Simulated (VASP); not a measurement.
# Te (P3_121) in VASP: further runs

The runs below take Te through single point, relaxation of cell and atoms, with PBEsol.

Everything below comes from runs of VASP 6.6.1. Logs are shortened: lines on timing, memory, paths and dates and some standing lists are left out, and cuts for length are marked.

## (1) The cell of the first run

Symmetry: P3_121, No. 152, trigonal system. Conventional cell: a = 4.323 Å, b = 4.323 Å, c = 5.948 Å, α = 90.00°, β = 90.00°, γ = 120.00°. Within 3.8 Å of Te (site symmetry 2) lie 6 Te at 2.91 to 3.35 Å.

## (2) Single point, PBEsol

Input file INCAR:

```
SYSTEM = Te
ALGO     = Normal         ! electronic algorithm
EDIFF    = 1E-7           ! SCF threshold, eV
ENCUT    = 520            ! plane-wave cutoff, eV
GGA      = PS             ! functional
ISIF     = 2              ! what is computed and relaxed
ISMEAR   = -1             ! smearing method
LASPH    = .True.         ! aspherical terms in the spheres
LCHARG   = .False.        ! write CHGCAR
LREAL    = .False.        ! projectors in reciprocal space
LWAVE    = .False.        ! write WAVECAR
NBANDS   = 16             ! bands
NELM     = 100            ! most SCF steps
PREC     = Accurate       ! precision mode
SIGMA    = 0.05           ! smearing width, eV
```

Input file KPOINTS:

```
k-points
0
Gamma
  7 7 5
  0 0 0
```

Input file POSCAR:

```
Te
1.0
    4.3230898514      0.0000000000      0.0000000000
   -2.1615449257      3.7439056342      0.0000000000
    0.0000000000      0.0000000000      5.9477058894
Te
3
Direct
    0.7163554517      0.7163554517      0.0000000000
    0.0000000000      0.2836445483      0.6666666667
    0.2836445483      0.0000000000      0.3333333333
```

Potentials or basis: VASP PAW PBE potentials, release 64 (Te).

Launch:

```
$ cat potpaw_PBE.64/Te/POTCAR > POTCAR
$ mpirun -np 1 vasp_std > vasp.out
```

OUTCAR:

```text
SYSTEM = Te
   EDIFF = 1E-7
   ENCUT = 520
   GGA = PS
   ISIF = 2
   ISMEAR = -1
   LASPH = .True.
   LREAL = .False.
   NELM = 100
   PREC = Accurate

 ion  position               nearest neighbor table
   1  0.716  0.716  0.000-   3 2.91   2 2.91   3 3.35   2 3.35   2 3.35   3 3.35
   2  0.000  0.284  0.667-   1 2.91   3 2.91   1 3.35   1 3.35   3 3.35   3 3.35
   3  0.284  0.000  0.333-   1 2.91   2 2.91   1 3.35   1 3.35   2 3.35   2 3.35

  LATTYP: Found a hexagonal cell.
 ALAT       =     4.3230898514
 C/A-ratio  =     1.3757997390

  Lattice vectors:

 A1 = (   4.3230898514,   0.0000000000,   0.0000000000)
 A2 = (  -2.1615449257,   3.7439056342,   0.0000000000)
 A3 = (   0.0000000000,   0.0000000000,   5.9477058894)

Analysis of symmetry for initial positions (statically):
=====================================================================
 Subroutine PRICEL returns:
 Original cell was already a primitive cell.

 Routine SETGRP: Setting up the symmetry group for a
 hexagonal supercell.

 Subroutine GETGRP returns: Found  6 space group operations
 (whereof  2 operations were pure point group operations)
 out of a pool of 24 trial point group operations.

The static configuration has the point symmetry C_2 .
 The point group associated with its full space group is D_3 .

Analysis of symmetry for dynamics (positions and initial velocities):
=====================================================================
 Subroutine PRICEL returns:
 Original cell was already a primitive cell.

 Routine SETGRP: Setting up the symmetry group for a
 hexagonal supercell.

 Subroutine GETGRP returns: Found  6 space group operations
 (whereof  2 operations were pure point group operations)
 out of a pool of 24 trial point group operations.

The dynamic configuration has the point symmetry C_2 .
 The point group associated with its full space group is D_3 .

 Subroutine INISYM returns: Found  6 space group operations
 (whereof  2 operations are pure point group operations),
 and found     1 'primitive' translations

----------------------------------------------------------------------------------------

                                     Primitive cell

  volume of cell :      96.2650

  direct lattice vectors                    reciprocal lattice vectors
     4.323089851  0.000000000  0.000000000     0.231316034  0.133550375  0.000000000
    -2.161544926  3.743905634  0.000000000     0.000000000  0.267100749  0.000000000
     0.000000000  0.000000000  5.947705889     0.000000000  0.000000000  0.168132053

  length of vectors
[... 77 lines left out ...]
   ICHARG =      2    charge: 1-file 2-atom 10-const
   ISPIN  =      1    spin polarized calculation?
   LNONCOLLINEAR =      F non collinear calculations
   LSORBIT =      F    spin-orbit coupling
   LASPH  =      T    aspherical Exc in radial PAW
   ENCUT  =  520.0 eV  38.22 Ry    6.18 a.u.   8.04  8.04 11.06*2*pi/ulx,y,z
   NELM   =    100;   NELMIN=  2; NELMDL= -5     # of ELM steps
   EDIFF  = 0.1E-06   stopping-criterion for ELM
   LREAL  =      F    real-space projection
   EDIFFG = 0.1E-05   stopping-criterion for IOM
   NSW    =      0    number of steps for IOM
   IBRION =     -1    ionic relax: 0-MD 1-quasi-New 2-CG
   NFREE  =      0    steps in history (QN), initial steepest desc. (CG)
   ISIF   =      2    stress and relaxation
   ISYM   =      2    0-nonsym 1-usesym 2-fastsym
   POTIM  = 0.5000    time-step for ionic-motion
   TEBEG  =    0.0;   TEEND  =   0.0 temperature during run
   PSTRESS=    0.0 pullay stress
   NELECT =      18.0000    total number of electrons
   NUPDOWN=      -1.0000    fix difference up-down
   EMIN   =  10.00;   EMAX   =-10.00  energy-range for DOS
[... 5 lines left out ...]
     AMIX     =   0.40;   BMIX     =  1.00
     AMIX_MAG =   1.60;   BMIX_MAG =  1.00
  volume/ion in A,a.u.               =      32.09       216.54
  Fermi-wavevector in a.u.,A,eV,Ry     =   0.936144  1.769056 11.923685  0.876366
  Thomas-Fermi vector in A             =   2.063124
   LORBIT       =      0    0 simple, 1 ext, 2 COOP (PROOUT), +10 PAW based schemes
   GGA     = PS    functional components
   LHFCALC =     F    Hartree Fock is set to
   AEXX    =    0.0000 exact exchange contribution
   IVDW    =     0    specifies the selected vdW correction
   LEPSILON=     F    determine dielectric tensor
   LRPA    =     F    only Hartree local field effects (RPA)
 non-spin polarized calculation
  energy-cutoff  :      520.00
  volume of cell :       96.27
 maximum number of plane-waves:      2608
   NGX = 17   NGY = 17   NGZ = 23

 number of electron      17.9999997 magnetization

 Free energy of the ion-electron system (eV)
  ---------------------------------------------------
  ext. energy  EPLUGINS =         0.00000000
  ---------------------------------------------------
  free energy    TOTEN  =       -10.57826162 eV

  energy without entropy =      -10.57789515  energy(sigma->0) =      -10.57807838

 E-fermi :   6.6248     XC(G=0):  -9.4941

 val. band max:        6.3660573441   @ k =   0.2857   0.2857   0.4000
 cond. band min:       6.8215323762   @ k =   0.0000   0.0000   0.4000
 fundamental gap:      0.4554750322
 Fermi energy:         6.6248466738

 k-point     1 :       0.0000    0.0000    0.0000
  band No.  band energies     occupation
      1      -7.3706      2.00000
      2      -3.9735      2.00000
      3      -3.9735      2.00000
      4       3.5808      2.00000
      5       3.9358      2.00000
      6       3.9358      2.00000
[... 433 lines left out ...]
      3      -2.9523      2.00000
      4       1.8772      2.00000
      5       3.0289      2.00000
      6       3.1934      2.00000
[... 8 lines left out ...]
     15      12.4160      0.00000
     16      13.1463      0.00000

 [... further k-points ...]
[... 5 lines left out ...]
  --------------------------------------------------------------------------------------
  -------------------------------------------------------------------------------------
  Total        0.0293353      0.0293353      0.0671263      0.0000000     -0.0000000      0.0000000
  in kB        0.4882385      0.4882385      1.1172103      0.0000000     -0.0000000      0.0000000
  external PRESSURE =       0.6978957 kB  Pullay stress =       0.0000000 kB

 VOLUME and BASIS-vectors are now :
 -----------------------------------------------------------------------------
  energy-cutoff  :      520.00
  volume of cell :       96.27
      direct lattice vectors                 reciprocal lattice vectors
     4.323089851  0.000000000  0.000000000     0.231316034  0.133550375  0.000000000
    -2.161544926  3.743905634  0.000000000     0.000000000  0.267100749  0.000000000
     0.000000000  0.000000000  5.947705889     0.000000000  0.000000000  0.168132053

 POSITION                                       TOTAL-FORCE (eV/Angst)
 -----------------------------------------------------------------------------------
      1.54843      2.68197      0.00000        -0.007834     -0.013569      0.000000
     -0.61311      1.06194      3.96514        -0.007834      0.013569     -0.000000
      1.22622      0.00000      1.98257         0.015669     -0.000000     -0.000000
 -----------------------------------------------------------------------------------
    total drift:                                0.000000     -0.000000      0.000000

  FREE ENERGIE OF THE ION-ELECTRON SYSTEM (eV)
  ---------------------------------------------------
  free  energy   TOTEN  =       -10.5782616170 eV

  energy  without entropy=      -10.5778951492  energy(sigma->0) =      -10.57807838
```

Run time: 35 s. Hardware: 1 thread of Intel Xeon Platinum 8488C (Sapphire Rapids), shared host; peak memory 0.22 GiB.

What came out:

```
Free energy            : -10.5783 eV
Pressure               : 0.1 GPa
Largest force          : 0.016 eV/Å
Band gap on the k mesh : 0.46 eV, indirect (least direct gap 0.62 eV)
```

Forces on the atoms (eV/Å):
```
Te  -0.008 -0.014  0.000
Te  -0.008  0.014  0.000
Te   0.016  0.000  0.000
```

Caveat: the PAW data sets were made with another functional, which shifts forces and pressure a little; spin-orbit coupling is left out, which moves the levels of the heavy elements. Expect the measured gap to be larger: semilocal functionals such as PBEsol lack the derivative discontinuity.

## (3) Relaxation of cell and atoms, PBEsol

This run uses another cell than the first one, of 33.93 Å³/atom, 1.057 times its volume.

Input file INCAR:

```
SYSTEM = Te
  PREC = Accurate
  ENCUT = 600
  EDIFF = 1E-7
  ISMEAR = -1
  SIGMA = 0.05
  LREAL = .FALSE.
  LASPH = .TRUE.
  NELM = 80
  ALGO = Normal
  ISIF = 3
  LWAVE = .FALSE.
  LCHARG = .FALSE.
  GGA = PS
  IBRION = 2
  NSW = 60
  EDIFFG = -0.01
```

Input file KPOINTS:

```
regular mesh
0
G
  7 7 5
  0 0 0
```

Input file POSCAR:

```
Te
1.0
    4.4540000000      0.0000000000      0.0000000000
   -2.2270000000      3.8572771485      0.0000000000
    0.0000000000      0.0000000000      5.9240000000
Te
3
Direct
    0.7310000000      0.7310000000      0.0000000000
    0.0000000000      0.2690000000      0.6666666667
    0.2690000000      0.0000000000      0.3333333333
```

Potentials or basis: VASP PAW PBE potentials, release 64 (Te).

Launch:

```
$ cat potpaw_PBE.64/Te/POTCAR > POTCAR
$ mpirun -np 1 vasp_std > vasp.out
```

It took 3.2 min on 1 thread of Intel Xeon Platinum 8488C (Sapphire Rapids), shared host; peak memory 0.27 GiB.

The run converged. Its results:

| Property | Result |
| --- | --- |
| Free energy | -10.5785 eV |
| Relaxed volume | 32.10 Å³/atom |
| Relaxed cell | a = 4.323 Å, b = 4.323 Å, c = 5.951 Å, α = 90.00°, β = 90.00°, γ = 120.00° |
| Space group after relaxing (to 0.05 Å) | P3_121 (No. 152) |
| Energy gained by relaxing | 10.7 meV/atom |
| Ionic steps | 10 |
| Pressure after relaxing | 0.0 GPa |
| Largest force after relaxing | 0.006 eV/Å |
| Band gap on the k mesh | 0.45 eV, indirect (least direct gap 0.61 eV) |

Forces in eV/Å, atoms in the order of the input:
```
Te  -0.003 -0.005  0.000
Te  -0.003  0.005  0.000
Te   0.006  0.000  0.000
```

Step by step:
| step | energy change (eV) | largest force (eV/Å) | pressure (GPa) | volume (Å³) |
| --- | --- | --- | --- | --- |
| 1 | 0.0000 | 0.1261 | -0.87 | 101.78 |
| 2 | -0.0091 | 0.2296 | 0.29 | 99.08 |
| 3 | -0.0091 | 0.2318 | 0.32 | 99.02 |
| 4 | -0.0182 | 0.1817 | 0.27 | 98.24 |
| 5 | -0.0311 | 0.0549 | 0.34 | 95.91 |
| 6 | -0.0312 | 0.0434 | 0.36 | 95.66 |
| 7 | -0.0306 | 0.0222 | -0.50 | 97.17 |
| 8 | -0.0320 | 0.0154 | -0.01 | 96.30 |
| 9 | -0.0321 | 0.0118 | -0.01 | 96.30 |
| 10 | -0.0322 | 0.0056 | 0.00 | 96.31 |

Final structure:
```
CELL_PARAMETERS angstrom
4.32280 0.00000 0.00000
-2.16140 3.74366 0.00000
0.00000 0.00000 5.95123
ATOMIC_POSITIONS crystal
Te 0.71597 0.71597 0.00000
Te 0.00000 0.28403 0.66667
Te 0.28403 0.00000 0.33333
```

Levels at points of the mesh, in eV from the valence-band top:
| k point | band 5 | band 6 | band 7 | band 8 | band 9 | band 10 | band 11 | band 12 | band 13 |
| --- | --- | --- | --- | --- | --- | --- | --- | --- | --- |
| (0.00, 0.00, 0.00) | -2.42 | -2.42 | -1.60 | -1.60 | -0.95 | 1.18 | 1.18 | 1.85 | 4.98 |

Caveat: the PAW data sets were made with another functional, which shifts forces and pressure a little; spin-orbit coupling is left out, which moves the levels of the heavy elements.

## (4) Relaxation of cell and atoms, PBEsol, target pressure 2 GPa, at which the enthalpy is minimised

This run uses another cell than the first one, of 33.93 Å³/atom, 1.057 times its volume.

Input file INCAR:

```
  PREC = Accurate
  ENCUT = 600
  EDIFF = 1E-6
  ISMEAR = -1
  SIGMA = 0.05
  LREAL = False
  LASPH = True
  NELM = 80
  ALGO = Normal
  ISIF = 3
  LWAVE = False
  LCHARG = False
  GGA = PS
  IBRION = 2
  NSW = 60
  EDIFFG = -0.01
  PSTRESS = 20.0
```

Input file KPOINTS:

```
regular mesh
0
Gamma
  7 7 5
```

POSCAR is that of step 3.

Launch:

```
$ cat potpaw_PBE.64/Te/POTCAR > POTCAR
$ mpirun -np 1 vasp_std > vasp.out
```

Wall time 2.5 min (1 thread of Intel Xeon Platinum 8488C (Sapphire Rapids), shared host); peak memory 0.27 GiB.

The run converged. Its results:

| Item | Value |
| --- | --- |
| Free energy | -10.5529 eV |
| Relaxed volume | 30.55 Å³/atom |
| Relaxed cell | a = 4.219 Å, b = 4.219 Å, c = 5.946 Å, α = 90.00°, β = 90.00°, γ = 120.00° |
| Space group after relaxing (to 0.05 Å) | P3_121 (No. 152) |
| Energy change on relaxing (the enthalpy is what falls) | -2.2 meV/atom |
| Ionic steps | 9 |
| Pressure after relaxing | 2.0 GPa |
| Largest force after relaxing | 0.009 eV/Å |
| Band gap on the k mesh | 0.44 eV, indirect (least direct gap 0.52 eV) |

Forces in eV/Å, atoms in the order of the input:
```
Te  -0.005 -0.008  0.000
Te  -0.005  0.008  0.000
Te   0.009  0.000  0.000
```

Stress tensor (GPa, compression positive):
```
1.95 0.00 0.00
0.00 1.95 0.00
0.00 0.00 2.04
```

The path:
| step | energy change (eV) | largest force (eV/Å) | pressure (GPa) | volume (Å³) |
| --- | --- | --- | --- | --- |
| 1 | 0.0000 | 0.1261 | -0.87 | 101.78 |
| 2 | 0.0700 | 0.5997 | 4.16 | 93.08 |
| 3 | 0.0165 | 0.4263 | 2.18 | 96.01 |
| 4 | 0.0023 | 0.3338 | 2.21 | 94.68 |
| 5 | 0.0106 | 0.1125 | 2.86 | 90.68 |
| 6 | -0.0209 | 0.0492 | 0.48 | 93.74 |
| 7 | -0.0071 | 0.0482 | 1.93 | 91.80 |
| 8 | -0.0072 | 0.0355 | 1.95 | 91.75 |
| 9 | -0.0065 | 0.0094 | 1.98 | 91.65 |

Final structure:
```cif
data_structure
_symmetry_space_group_name_H-M 'P 1'
_symmetry_Int_Tables_number 1
_cell_length_a 4.2189
_cell_length_b 4.2189
_cell_length_c 5.9459
_cell_angle_alpha 90.000
_cell_angle_beta 90.000
_cell_angle_gamma 120.000
_cell_volume 91.65
loop_
_atom_site_label
_atom_site_type_symbol
_atom_site_fract_x
_atom_site_fract_y
_atom_site_fract_z
_atom_site_occupancy
Te1 Te 0.70760 0.70760 0.00000 1
Te2 Te 0.00000 0.29240 0.66667 1
Te3 Te 0.29240 0.00000 0.33333 1
```

Levels at points of the mesh, in eV from the valence-band top:
```tsv
k point	band 7	band 8	band 9	band 10	band 11	band 12
(0.00, 0.00, 0.00)	-1.64	-1.64	-1.10	1.26	1.26	2.01
```

Caveat: the cell is relaxed towards a set pressure, so the enthalpy falls and the energy may rise; the PAW data sets were made with another functional, which shifts forces and pressure a little; spin-orbit coupling is left out, which moves the levels of the heavy elements.

## (5) Relaxation of cell and atoms, PBEsol, target pressure 5 GPa, at which the enthalpy is minimised

This run uses another cell than the first one, of 33.93 Å³/atom, 1.057 times its volume.

Input file INCAR:

```
SYSTEM = Te
ALGO = Normal ; EDIFF = 1E-6
EDIFFG = -0.01 ; ENCUT = 600
GGA = PS ; IBRION = 2
ISIF = 3 ; ISMEAR = -1
LASPH = .TRUE. ; LCHARG = .FALSE.
LREAL = .FALSE. ; LWAVE = .FALSE.
NELM = 80 ; NSW = 60
PREC = Accurate ; PSTRESS = 50.0
SIGMA = 0.05
```

Input file KPOINTS:

```
k-points
0
G
  7 7 5
  0 0 0
```

POSCAR is that of step 4.

Launch:

```
$ cat potpaw_PBE.64/Te/POTCAR > POTCAR
$ mpirun -np 1 vasp_std > vasp.out
```

Run time: 3.2 min. Hardware: 1 thread of Intel Xeon Platinum 8488C (Sapphire Rapids), shared host; peak memory 0.27 GiB.

The run converged. Its results:

* Free energy: -10.4478 eV
* Relaxed volume: 28.87 Å³/atom
* Relaxed cell: a = 4.099 Å, b = 4.099 Å, c = 5.953 Å, α = 90.00°, β = 90.00°, γ = 120.00°
* Space group after relaxing (to 0.05 Å): P3_121 (No. 152)
* Energy change on relaxing (the enthalpy is what falls): +32.8 meV/atom
* Ionic steps: 12
* Pressure after relaxing: 5.0 GPa
* Largest force after relaxing: 0.009 eV/Å
* Band gap on the k mesh: 0.31 eV, indirect (least direct gap 0.42 eV)

Forces in eV/Å, atoms in the order of the input:
```
Te  -0.005 -0.008  0.000
Te  -0.005  0.008  0.000
Te   0.009  0.000  0.000
```

Step by step:
```
step  energy change (eV)  largest force (eV/Å)  pressure (GPa)  volume (Å³)
   1              0.0000                0.1261           -0.87       101.78
   2              0.4963                1.2896           12.53        84.54
   3              0.1058                0.6991            5.07        92.07
   4              0.0852                0.5087            5.18        90.14
   5              0.1615                0.1401            6.72        84.98
   6              0.0400                0.0792            2.09        89.61
   7              0.1013                0.0494            4.95        86.59
   8              0.1023                0.0511            4.96        86.55
   9              0.1003                0.0379            4.99        86.58
  10              0.0978                0.0139            5.00        86.64
  11              0.0978                0.0144            4.99        86.64
  12              0.0985                0.0090            4.98        86.61
```

Final structure:
```
Te
1.0
     4.09898    0.00000    0.00000
    -2.04949    3.54982    0.00000
     0.00000    0.00000    5.95251
Te
3
Direct
  0.69868 0.69868 0.00000
  0.00000 0.30132 0.66667
  0.30132 0.00000 0.33333
```

Levels at points of the mesh, in eV from the valence-band top:
| k point | band 5 | band 6 | band 7 | band 8 | band 9 | band 10 | band 11 | band 12 | band 13 |
| --- | --- | --- | --- | --- | --- | --- | --- | --- | --- |
| (0.00, 0.00, 0.00) | -2.11 | -2.11 | -1.60 | -1.60 | -1.20 | 1.42 | 1.42 | 2.29 | 4.81 |

Caveat: the cell is relaxed towards a set pressure, so the enthalpy falls and the energy may rise; the PAW data sets were made with another functional, which shifts forces and pressure a little; spin-orbit coupling is left out, which moves the levels of the heavy elements. A k mesh can miss the band edges.

## (6) Overview

| task | cell | cutoff (eV) | gap on the mesh (eV) | pressure (GPa) | largest force (eV/Å) |
| --- | --- | --- | --- | --- | --- |
| single point | a = 4.323, b = 4.323, c = 5.948 Å, angles 90.0, 90.0, 120.0°, 3 atoms | 520 | 0.46 | 0.1 | 0.02 |
| relaxation of cell and atoms | relaxed from a = 4.454, b = 4.454, c = 5.924 Å, angles 90.0, 90.0, 120.0°, 3 atoms | 600 | 0.45 | 0.0 | 0.01 |
| relaxation of cell and atoms | relaxed to 2 GPa from a = 4.454, b = 4.454, c = 5.924 Å, angles 90.0, 90.0, 120.0°, 3 atoms | 600 | 0.44 | 2.0 | 0.01 |
| relaxation of cell and atoms | relaxed to 5 GPa from a = 4.454, b = 4.454, c = 5.924 Å, angles 90.0, 90.0, 120.0°, 3 atoms | 600 | 0.31 | 5.0 | 0.01 |

Alike in all rows: level PBEsol; potentials or basis VASP PAW PBE potentials, release 64 (Te); no spin polarisation; k mesh 7 × 7 × 5; smearing fermi-dirac 0.05 eV.

Caveats: the PAW data sets were made with another functional, which shifts forces and pressure a little; spin-orbit coupling is left out, which moves the levels of the heavy elements; the cell is relaxed towards a set pressure, so the enthalpy falls and the energy may rise (some runs).

Absolute energies hang on the potentials; compare differences alone.
